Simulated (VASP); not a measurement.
# KMgF3 (P6_3/mmc) in VASP: notebook

KMgF3 is run at these levels: PBE; tasks: single point, relaxation of cell and atoms.

Everything below comes from runs of VASP 6.6.1. Logs are shortened: lines on timing, memory, paths and dates and some standing lists are left out, and cuts for length are marked.

## (1) The cell of the first run

Symmetry: P6_3/mmc, No. 194, hexagonal system. Conventional cell: a = 5.559 Å, b = 5.559 Å, c = 4.749 Å, α = 90.00°, β = 90.00°, γ = 120.00°. K (site symmetry -3m) has 6 F at 1.84 Å and 2 K at 2.37 Å within 2.4 Å. Within 3.7 Å of Mg (site symmetry -6m2) lie 12 F at 2.79 to 2.98 Å and 6 K at 3.42 Å. F (site symmetry mm2) has 2 K at 1.84 Å and 2 F at 2.43 Å within 2.5 Å.

## (2) Single point, PBE

Contents of INCAR:

```
SYSTEM = KMgF3
ALGO = Normal ; EDIFF = 1E-6
ENCUT = 520 ; GGA = PE
ISIF = 2 ; ISMEAR = 0
LASPH = .TRUE. ; LCHARG = .TRUE.
LELF = .TRUE. ; LREAL = .FALSE.
LVHAR = .TRUE. ; LWAVE = .FALSE.
NBANDS = 43 ; NELM = 60
PREC = Accurate ; SIGMA = 0.1
```

Contents of KPOINTS:

```
k-points
0
G
  6 6 4
  0 0 0
```

Contents of POSCAR:

```
KMgF3
1.0
    5.5588457100      0.0000000000      0.0000000000
   -2.7794228550      4.8141016005      0.0000000000
    0.0000000000      0.0000000000      4.7492092122
K Mg F
2 2 6
Direct
    0.0000000000      0.0000000000      0.5000000000
    0.0000000000      0.0000000000      0.0000000000
    0.3333333333      0.6666666667      0.7500000000
    0.6666666667      0.3333333333      0.2500000000
    0.1460000000      0.2919999999      0.2500000000
    0.8540000000      0.1460000000      0.7500000000
    0.8540000000      0.7080000001      0.7500000000
    0.1460000000      0.8540000000      0.2500000000
    0.7080000001      0.8540000000      0.2500000000
    0.2919999999      0.1460000000      0.7500000000
```

Potentials or basis: VASP PAW PBE potentials, release 64 (K_sv, Mg, F).

Command:

```
cat potpaw_PBE.64/K_sv/POTCAR potpaw_PBE.64/Mg/POTCAR potpaw_PBE.64/F/POTCAR > POTCAR
mpirun -np 1 vasp_std > vasp.out
```

OUTCAR:

```text
SYSTEM = KMgF3
   EDIFF = 1E-6
   ENCUT = 520
   GGA = PE
   ISIF = 2
   ISMEAR = 0
   LASPH = .TRUE.
   LREAL = .FALSE.
   NELM = 60
   PREC = Accurate

 ion  position               nearest neighbor table
   1  0.000  0.000  0.500-   5 1.84   7 1.84   9 1.84  10 1.84   6 1.84   8 1.84   2 2.37   2 2.37
                             4 3.42   3 3.42   3 3.42   4 3.42   4 3.42   3 3.42
   2  0.000  0.000  0.000-   5 1.84   7 1.84   9 1.84  10 1.84   6 1.84   8 1.84   1 2.37   1 2.37
                             4 3.42   3 3.42   3 3.42   4 3.42   4 3.42   3 3.42
   3  0.333  0.667  0.750-   1 3.42   2 3.42   1 3.42   2 3.42   1 3.42   2 3.42
   4  0.667  0.333  0.250-   1 3.42   2 3.42   1 3.42   2 3.42   1 3.42   2 3.42
   5  0.146  0.292  0.250-   1 1.84   2 1.84
   6  0.854  0.146  0.750-   1 1.84   2 1.84
   7  0.854  0.708  0.750-   1 1.84   2 1.84
   8  0.146  0.854  0.250-   1 1.84   2 1.84
   9  0.708  0.854  0.250-   1 1.84   2 1.84
  10  0.292  0.146  0.750-   1 1.84   2 1.84

  LATTYP: Found a hexagonal cell.
 ALAT       =     5.5588457100
 C/A-ratio  =     0.8543516874

  Lattice vectors:

 A1 = (   5.5588457100,   0.0000000000,   0.0000000000)
 A2 = (  -2.7794228550,   4.8141016005,   0.0000000000)
 A3 = (   0.0000000000,   0.0000000000,   4.7492092122)

Analysis of symmetry for initial positions (statically):
=====================================================================
 Subroutine PRICEL returns:
 Original cell was already a primitive cell.

 Routine SETGRP: Setting up the symmetry group for a
 hexagonal supercell.

 Subroutine GETGRP returns: Found 24 space group operations
 (whereof 12 operations were pure point group operations)
 out of a pool of 24 trial point group operations.

The static configuration has the point symmetry D_3d.
 The point group associated with its full space group is D_6h.

Analysis of symmetry for dynamics (positions and initial velocities):
=====================================================================
 Subroutine PRICEL returns:
 Original cell was already a primitive cell.

 Routine SETGRP: Setting up the symmetry group for a
 hexagonal supercell.

 Subroutine GETGRP returns: Found 24 space group operations
 (whereof 12 operations were pure point group operations)
 out of a pool of 24 trial point group operations.

The dynamic configuration has the point symmetry D_3d.
 The point group associated with its full space group is D_6h.

 Subroutine INISYM returns: Found 24 space group operations
 (whereof 12 operations are pure point group operations),
 and found     1 'primitive' translations

----------------------------------------------------------------------------------------

                                     Primitive cell

  volume of cell :     127.0929

  direct lattice vectors                    reciprocal lattice vectors
     5.558845710  0.000000000  0.000000000     0.179893462  0.103861539  0.000000000
    -2.779422855  4.814101600  0.000000000     0.000000000  0.207723078  0.000000000
     0.000000000  0.000000000  4.749209212     0.000000000  0.000000000  0.210561370

  length of vectors
     5.558845710  5.558845710  4.749209212     0.207723078  0.207723078  0.210561370

  position of ions in fractional coordinates (direct lattice)
     0.000000000  0.000000000  0.500000000
     0.000000000  0.000000000  0.000000000
     0.333333333  0.666666667  0.750000000
     0.666666667  0.333333333  0.250000000
     0.146000000  0.292000000  0.250000000
     0.854000000  0.146000000  0.750000000
     0.854000000  0.708000000  0.750000000
     0.146000000  0.854000000  0.250000000
     0.708000000  0.854000000  0.250000000
     0.292000000  0.146000000  0.750000000

  ion indices of the primitive-cell ions
   primitive index   ion index
                 1           1
                 2           2
                 3           3
                 4           4
                 5           5
                 6           6
                 7           7
                 8           8
                 9           9
                10          10

----------------------------------------------------------------------------------------

 KPOINTS: k-points

Automatic generation of k-mesh.
 Grid dimensions read from file:
 generate k-points for:    6    6    4

 Generating k-lattice:

  Cartesian coordinates                     Fractional coordinates (reciprocal lattice)
     0.029982244  0.017310256  0.000000000     0.166666667  0.000000000  0.000000000
     0.000000000  0.034620513  0.000000000     0.000000000  0.166666667  0.000000000
     0.000000000  0.000000000  0.052640343     0.000000000  0.000000000  0.250000000

  Length of vectors
     0.034620513  0.034620513  0.052640343

  Shift w.r.t. Gamma in fractional coordinates (k-lattice)
     0.000000000  0.000000000  0.000000000

 Subroutine IBZKPT returns following result:
 ===========================================

 Found     21 irreducible k-points:

 Following reciprocal coordinates:
            Coordinates               Weight
  0.000000  0.000000  0.000000      1.000000
  0.166667  0.000000  0.000000      6.000000
  0.333333  0.000000  0.000000      6.000000
  0.500000  0.000000  0.000000      3.000000
  0.166667  0.166667  0.000000      6.000000
  0.333333  0.166667  0.000000     12.000000
[... 13 lines left out ...]
  0.333333  0.166667  0.500000     12.000000
  0.333333  0.333333  0.500000      2.000000
   k-points           NKPTS =     21   k-points in BZ     NKDIM =     21   number of bands    NBANDS=     43
   number of dos      NEDOS =    301   number of ions     NIONS =     10
   total plane-waves  NPLWV =  63504
   dimension x,y,z NGX =    42 NGY =   42 NGZ =   36
   dimension x,y,z NGXF=    84 NGYF=   84 NGZF=   72
   ions per type =               2   2   6
   NGX,Y,Z   is equivalent  to a cutoff of  12.56, 12.56, 12.60 a.u.
   NGXF,Y,Z  is equivalent  to a cutoff of  25.12, 25.12, 25.20 a.u.
 SYSTEM =  KMgF3
   PREC   = accura    normal or accurate (medium, high low for compatibility)
   ISTART =      0    job   : 0-new  1-cont  2-samecut
   ICHARG =      2    charge: 1-file 2-atom 10-const
   ISPIN  =      1    spin polarized calculation?
   LNONCOLLINEAR =      F non collinear calculations
   LSORBIT =      F    spin-orbit coupling
   LASPH  =      T    aspherical Exc in radial PAW
   ENCUT  =  520.0 eV  38.22 Ry    6.18 a.u.  10.34 10.34  8.83*2*pi/ulx,y,z
   NELM   =     60;   NELMIN=  2; NELMDL= -5     # of ELM steps
   EDIFF  = 0.1E-05   stopping-criterion for ELM
   LREAL  =      F    real-space projection
[... 7 lines left out ...]
   TEBEG  =    0.0;   TEEND  =   0.0 temperature during run
   PSTRESS=    0.0 pullay stress
   NELECT =      64.0000    total number of electrons
   NUPDOWN=      -1.0000    fix difference up-down
   EMIN   =  10.00;   EMAX   =-10.00  energy-range for DOS
   EFERMI =   0.00;   METHOD = LEGACY
   ISMEAR =     0;   SIGMA  =   0.10  broadening in eV -4-tet -1-fermi 0-gaus
   EFERMI_NEDOS =   21; number of points for ismear=-14 and -15
   IALGO  =     38    algorithm
   IMIX   =      4    mixing-type and parameters
     AMIX     =   0.40;   BMIX     =  1.00
     AMIX_MAG =   1.60;   BMIX_MAG =  1.00
  volume/ion in A,a.u.               =      12.71        85.77
  Fermi-wavevector in a.u.,A,eV,Ry     =   1.302450  2.461274 23.080601  1.696376
  Thomas-Fermi vector in A             =   2.433517
   LORBIT       =      0    0 simple, 1 ext, 2 COOP (PROOUT), +10 PAW based schemes
   GGA     = PE    functional components
   LHFCALC =     F    Hartree Fock is set to
   AEXX    =    0.0000 exact exchange contribution
   IVDW    =     0    specifies the selected vdW correction
   LEPSILON=     F    determine dielectric tensor
   LRPA    =     F    only Hartree local field effects (RPA)
 non-spin polarized calculation
 Gauss-broadening in eV      SIGMA  =   0.10
  energy-cutoff  :      520.00
  volume of cell :      127.09
 maximum number of plane-waves:      3479
 NGX is ok and might be reduce to    42
   NGX = 21   NGY = 21   NGZ = 17

 number of electron      63.9999972 magnetization

 Free energy of the ion-electron system (eV)
  ---------------------------------------------------
  ext. energy  EPLUGINS =         0.00000000
  ---------------------------------------------------
  free energy    TOTEN  =       -10.92253209 eV

  energy without entropy =      -10.91469445  energy(sigma->0) =      -10.91861327

 E-fermi :   2.2018     XC(G=0):  -9.5531

 val. band max:        2.1681850285   @ k =   0.5000   0.0000   0.0000
 cond. band min:       2.2333058113   @ k =   0.3333   0.3333   0.0000
 fundamental gap:      0.0651207828
 Fermi energy:         2.2018162857

 k-point     1 :       0.0000    0.0000    0.0000
  band No.  band energies     occupation
      1     -27.0868      2.00000
      2     -23.2578      2.00000
      3     -22.2426      2.00000
      4     -21.6294      2.00000
      5     -21.6294      2.00000
      6     -20.8712      2.00000
[... 35 lines left out ...]
     42      10.7387      0.00000
     43      10.9383      0.00000

 k-point     2 :       0.1667    0.0000    0.0000
  band No.  band energies     occupation
      1     -27.0845      2.00000
      2     -23.2576      2.00000
      3     -22.2341      2.00000
      4     -21.6456      2.00000
      5     -21.6310      2.00000
      6     -20.8837      2.00000
[... 35 lines left out ...]
     42      11.1056      0.00000
     43      11.3986      0.00000

 k-point     3 :       0.3333    0.0000    0.0000
  band No.  band energies     occupation
      1     -27.0799      2.00000
      2     -23.2573      2.00000
      3     -22.2168      2.00000
      4     -21.6779      2.00000
      5     -21.6342      2.00000
      6     -20.9099      2.00000
[... 781 lines left out ...]
      6     -21.2678      2.00000
[... 35 lines left out ...]
     42      12.2053      0.00000
     43      13.0518      0.00000

 k-point    21 :       0.3333    0.3333    0.5000
  band No.  band energies     occupation
      1     -25.9183      2.00000
      2     -25.9183      2.00000
      3     -21.3296      2.00000
      4     -21.3296      2.00000
      5     -21.2688      2.00000
      6     -21.2688      2.00000
[... 35 lines left out ...]
     42      12.4884      0.00000
     43      12.9382      0.00000

------------------------ aborting loop because EDIFF is reached ----------------------------------------

  FORCE on cell =-STRESS in cart. coord.  units (eV):
  Direction    XX          YY          ZZ          XY          YZ          ZX
  --------------------------------------------------------------------------------------
  -------------------------------------------------------------------------------------
  Total       56.1944298     56.1944298     91.7070597      0.0000000      0.0000000      0.0000000
  in kB      708.4067297    708.4067297   1156.0914211      0.0000000      0.0000000      0.0000000
  external PRESSURE =     857.6349602 kB  Pullay stress =       0.0000000 kB

 VOLUME and BASIS-vectors are now :
 -----------------------------------------------------------------------------
  energy-cutoff  :      520.00
  volume of cell :      127.09
      direct lattice vectors                 reciprocal lattice vectors
     5.558845710  0.000000000  0.000000000     0.179893462  0.103861539  0.000000000
    -2.779422855  4.814101600  0.000000000     0.000000000  0.207723078  0.000000000
     0.000000000  0.000000000  4.749209212     0.000000000  0.000000000  0.210561370

 POSITION                                       TOTAL-FORCE (eV/Angst)
 -----------------------------------------------------------------------------------
      0.00000      0.00000      2.37460        -0.000000      0.000000      0.000000
      0.00000      0.00000      0.00000        -0.000000      0.000000      0.000000
     -0.00000      3.20940      3.56191        -0.000000      0.000000      0.000000
      2.77942      1.60470      1.18730        -0.000000     -0.000000     -0.000000
      0.00000      1.40572      1.18730        -0.000000     16.061537      0.000000
      4.34146      0.70286      3.56191       -13.909699      8.030768      0.000000
      2.77942      3.40838      3.56191        -0.000000    -16.061537     -0.000000
     -1.56204      4.11124      1.18730        13.909699     -8.030768     -0.000000
      1.56204      4.11124      1.18730       -13.909699     -8.030768      0.000000
      1.21739      0.70286      3.56191        13.909699      8.030768     -0.000000
 -----------------------------------------------------------------------------------
    total drift:                                0.000000     -0.000000      0.000000

  FREE ENERGIE OF THE ION-ELECTRON SYSTEM (eV)
  ---------------------------------------------------
  free  energy   TOTEN  =       -10.9225320946 eV

  energy  without entropy=      -10.9146944462  energy(sigma->0) =      -10.91861327
```

It took 66 s on 1 thread of Intel Xeon 6975P-C (Granite Rapids), shared host; peak memory 0.29 GiB.

What came out:

```yaml
Free_energy: -10.9225 eV
Pressure: 85.8 GPa
Largest_force: 16.062 eV/Å
Band_gap_on_the_k_mesh: zero (bands 32 and 33 overlap by 0.39 eV)
```

Forces in eV/Å, atoms in the order of the input:
```
K     0.000   0.000   0.000
K     0.000   0.000   0.000
Mg    0.000   0.000   0.000
Mg    0.000   0.000   0.000
F     0.000  16.062   0.000
F   -13.910   8.031   0.000
F     0.000 -16.062   0.000
F    13.910  -8.031   0.000
F   -13.910  -8.031   0.000
F    13.910   8.031   0.000
```

Levels at points of the mesh, in eV from the Fermi level:
| k point | band 29 | band 30 | band 31 | band 32 | band 33 | band 34 | band 35 | band 36 |
| --- | --- | --- | --- | --- | --- | --- | --- | --- |
| (0.00, 0.00, 0.00) | -1.35 | -0.97 | -0.97 | -0.84 | -0.36 | 1.71 | 5.02 | 5.26 |
| (0.50, 0.00, 0.00) | -1.26 | -1.25 | -1.02 | -0.03 | 1.29 | 1.30 | 4.77 | 4.93 |
| (0.00, 0.00, 0.50) | -1.26 | -1.26 | -1.26 | -1.26 | 1.12 | 1.12 | 5.60 | 5.60 |
| (0.50, 0.00, 0.50) | -1.17 | -1.17 | -0.71 | -0.71 | 1.51 | 1.51 | 3.97 | 3.97 |

Caveat: the cell stands under pressure; forces of over 1 eV/Å act on the atoms, so gaps and moduli don't describe the material at rest.

[end of part 1 of 2]
